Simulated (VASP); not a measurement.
# SnSe (Fm-3m) in VASP: further runs

SnSe is run at these levels: PBEsol; tasks: single point, relaxation of cell and atoms.

Everything below comes from runs of VASP 6.6.1. Logs are shortened: lines on timing, memory, paths and dates and some standing lists are left out, and cuts for length are marked.

## (1) The cell of the first run

It takes space group Fm-3m (No. 225, cubic). The conventional cell has a = 5.553 Å, b = 5.553 Å, c = 5.553 Å, α = 90.00°, β = 90.00°, γ = 90.00°. Within 3.7 Å of Sn (site symmetry m-3m) lie 6 Se at 2.78 Å. Within 3.7 Å of Se (site symmetry m-3m) lie 6 Sn at 2.78 Å.

## (2) Single point, PBEsol

The input, INCAR:

```
PREC = Accurate
ENCUT = 520
EDIFF = 1E-6
ISMEAR = 0
SIGMA = 0.01
LREAL = F
LASPH = T
NELM = 60
ALGO = Normal
ISIF = 2
LWAVE = F
LCHARG = F
GGA = PS
NBANDS = 17
```

The input, KPOINTS:

```
regular mesh
0
Gamma
  8 8 8
```

The input, POSCAR:

```
SnSe
1.0
    0.0000000000      2.7766534866      2.7766534866
    2.7766534866      0.0000000000      2.7766534866
    2.7766534866      2.7766534866      0.0000000000
Sn Se
1 1
Direct
    0.0000000000      0.0000000000      0.0000000000
    0.5000000000      0.5000000000      0.5000000000
```

Potentials or basis: VASP PAW PBE potentials, release 64 (Sn_d, Se).

The run is started by

```bash
> cat potpaw_PBE.64/Sn_d/POTCAR potpaw_PBE.64/Se/POTCAR > POTCAR
> mpirun -np 1 vasp_std > vasp.out
```

OUTCAR:

```text
PREC = Accurate
   ENCUT = 520
   EDIFF = 1E-6
   ISMEAR = 0
   LREAL = F
   LASPH = T
   NELM = 60
   ISIF = 2
   GGA = PS

 ion  position               nearest neighbor table
   1  0.000  0.000  0.000-   2 2.78   2 2.78   2 2.78   2 2.78   2 2.78   2 2.78
   2  0.500  0.500  0.500-   1 2.78   1 2.78   1 2.78   1 2.78   1 2.78   1 2.78

  LATTYP: Found a face centered cubic cell.
 ALAT       =     5.5533069732

  Lattice vectors:

 A1 = (   0.0000000000,   2.7766534866,   2.7766534866)
 A2 = (   2.7766534866,   0.0000000000,   2.7766534866)
 A3 = (   2.7766534866,   2.7766534866,   0.0000000000)

Analysis of symmetry for initial positions (statically):
=====================================================================
 Subroutine PRICEL returns:
 Original cell was already a primitive cell.

 Routine SETGRP: Setting up the symmetry group for a
 face centered cubic supercell.

 Subroutine GETGRP returns: Found 48 space group operations
[... 9 lines left out ...]

 Routine SETGRP: Setting up the symmetry group for a
 face centered cubic supercell.

 Subroutine GETGRP returns: Found 48 space group operations
[... 11 lines left out ...]
                                     Primitive cell

  volume of cell :      42.8149

  direct lattice vectors                    reciprocal lattice vectors
     0.000000000  2.776653487  2.776653487    -0.180072884  0.180072884  0.180072884
     2.776653487  0.000000000  2.776653487     0.180072884 -0.180072884  0.180072884
     2.776653487  2.776653487  0.000000000     0.180072884  0.180072884 -0.180072884

  length of vectors
     3.926781019  3.926781019  3.926781019     0.311895383  0.311895383  0.311895383

  position of ions in fractional coordinates (direct lattice)
     0.000000000  0.000000000  0.000000000
     0.500000000  0.500000000  0.500000000

  ion indices of the primitive-cell ions
   primitive index   ion index
                 1           1
                 2           2

----------------------------------------------------------------------------------------

 KPOINTS: regular mesh

Automatic generation of k-mesh.
 Grid dimensions read from file:
 generate k-points for:    8    8    8

 Generating k-lattice:

  Cartesian coordinates                     Fractional coordinates (reciprocal lattice)
[... 49 lines left out ...]
   NGXF,Y,Z  is equivalent  to a cutoff of  25.40, 25.40, 25.40 a.u.
 SYSTEM =  unknown system
   PREC   = accura    normal or accurate (medium, high low for compatibility)
   ISTART =      0    job   : 0-new  1-cont  2-samecut
   ICHARG =      2    charge: 1-file 2-atom 10-const
   ISPIN  =      1    spin polarized calculation?
   LNONCOLLINEAR =      F non collinear calculations
   LSORBIT =      F    spin-orbit coupling
   LASPH  =      T    aspherical Exc in radial PAW
   ENCUT  =  520.0 eV  38.22 Ry    6.18 a.u.   7.30  7.30  7.30*2*pi/ulx,y,z
   NELM   =     60;   NELMIN=  2; NELMDL= -5     # of ELM steps
   EDIFF  = 0.1E-05   stopping-criterion for ELM
   LREAL  =      F    real-space projection
   EDIFFG = 0.1E-04   stopping-criterion for IOM
   NSW    =      0    number of steps for IOM
   IBRION =     -1    ionic relax: 0-MD 1-quasi-New 2-CG
   NFREE  =      0    steps in history (QN), initial steepest desc. (CG)
   ISIF   =      2    stress and relaxation
   ISYM   =      2    0-nonsym 1-usesym 2-fastsym
   POTIM  = 0.5000    time-step for ionic-motion
   TEBEG  =    0.0;   TEEND  =   0.0 temperature during run
   PSTRESS=    0.0 pullay stress
   NELECT =      20.0000    total number of electrons
   NUPDOWN=      -1.0000    fix difference up-down
   EMIN   =  10.00;   EMAX   =-10.00  energy-range for DOS
   EFERMI =   0.00;   METHOD = LEGACY
   ISMEAR =     0;   SIGMA  =   0.01  broadening in eV -4-tet -1-fermi 0-gaus
   EFERMI_NEDOS =   21; number of points for ismear=-14 and -15
   IALGO  =     38    algorithm
   IMIX   =      4    mixing-type and parameters
     AMIX     =   0.40;   BMIX     =  1.00
     AMIX_MAG =   1.60;   BMIX_MAG =  1.00
  volume/ion in A,a.u.               =      21.41       144.46
  Fermi-wavevector in a.u.,A,eV,Ry     =   1.270242  2.400409 21.953202  1.613515
  Thomas-Fermi vector in A             =   2.403240
   LORBIT       =      0    0 simple, 1 ext, 2 COOP (PROOUT), +10 PAW based schemes
   GGA     = PS    functional components
   LHFCALC =     F    Hartree Fock is set to
   AEXX    =    0.0000 exact exchange contribution
   IVDW    =     0    specifies the selected vdW correction
   LEPSILON=     F    determine dielectric tensor
   LRPA    =     F    only Hartree local field effects (RPA)
 non-spin polarized calculation
 Gauss-broadening in eV      SIGMA  =   0.01
  energy-cutoff  :      520.00
  volume of cell :       42.81
 maximum number of plane-waves:      1174
 NGX is ok and might be reduce to    30
   NGX = 15   NGY = 15   NGZ = 15

 number of electron      20.0000004 magnetization

 Free energy of the ion-electron system (eV)
  ---------------------------------------------------
  ext. energy  EPLUGINS =         0.00000000
  ---------------------------------------------------
  free energy    TOTEN  =        -8.52419537 eV

  energy without entropy =       -8.52419537  energy(sigma->0) =       -8.52419537

 E-fermi :   8.9020     XC(G=0): -10.9108

 val. band max:        8.8517790170   @ k =  -0.2500   0.1250   0.0000
 cond. band min:       9.3183816738   @ k =  -0.3750   0.1250   0.0000
 fundamental gap:      0.4666026568
 Fermi energy:         8.9019706621

 k-point     1 :       0.0000    0.0000    0.0000
  band No.  band energies     occupation
      1     -13.1364      2.00000
      2     -13.1364      2.00000
      3     -13.1219      2.00000
      4     -13.1219      2.00000
      5     -13.1219      2.00000
      6      -7.3473      2.00000
[... 457 lines left out ...]
      4     -13.0997      2.00000
      5     -13.0840      2.00000
      6      -5.4712      2.00000
[... 9 lines left out ...]
     16      19.9055      0.00000
     17      19.9527      0.00000

 [... further k-points ...]
[... 5 lines left out ...]
  --------------------------------------------------------------------------------------
  -------------------------------------------------------------------------------------
  Total        4.8483853      4.8483853      4.8483853     -0.0000000     -0.0000000      0.0000000
  in kB      181.4314845    181.4314845    181.4314845     -0.0000000     -0.0000000      0.0000000
  external PRESSURE =     181.4314845 kB  Pullay stress =       0.0000000 kB

 VOLUME and BASIS-vectors are now :
 -----------------------------------------------------------------------------
  energy-cutoff  :      520.00
  volume of cell :       42.81
      direct lattice vectors                 reciprocal lattice vectors
     0.000000000  2.776653487  2.776653487    -0.180072884  0.180072884  0.180072884
     2.776653487  0.000000000  2.776653487     0.180072884 -0.180072884  0.180072884
     2.776653487  2.776653487  0.000000000     0.180072884  0.180072884 -0.180072884

 POSITION                                       TOTAL-FORCE (eV/Angst)
 -----------------------------------------------------------------------------------
      0.00000      0.00000      0.00000        -0.000000      0.000000      0.000000
      2.77665      2.77665      2.77665         0.000000     -0.000000     -0.000000
 -----------------------------------------------------------------------------------
    total drift:                               -0.000000      0.000000      0.000000

  FREE ENERGIE OF THE ION-ELECTRON SYSTEM (eV)
  ---------------------------------------------------
  free  energy   TOTEN  =        -8.5241953695 eV

  energy  without entropy=       -8.5241953695  energy(sigma->0) =       -8.52419537
```

Run time: 9.1 s. Hardware: 1 thread of Intel Xeon 6975P-C (Granite Rapids), shared host; peak memory 0.17 GiB.

What came out:

| Item | Value |
| --- | --- |
| Free energy | -8.5242 eV |
| Pressure | 18.1 GPa |
| Band gap on the k mesh | 0.47 eV, indirect (least direct gap 0.49 eV) |

Levels at points of the mesh, in eV from the valence-band top:
```csv
k point,band 6,band 7,band 8,band 9,band 10,band 11,band 12,band 13,band 14,band 15
"(0.00, 0.00, 0.00)",-16.20,-4.53,-3.32,-3.32,-3.32,4.83,4.83,4.83,5.09,5.09
"(0.50, 0.00, 0.00)",-14.63,-9.98,-2.99,-2.99,-0.68,0.58,0.58,1.25,8.47,10.07
"(0.50, 0.50, 0.00)",-14.01,-7.77,-6.55,-5.31,-5.31,1.62,6.41,6.41,7.22,10.92
```

Caveat: the PAW data sets were made with another functional, which shifts forces and pressure a little; spin-orbit coupling is left out, which moves the levels of the heavy elements. A k mesh can miss the band edges.

[end of part 1 of 2]
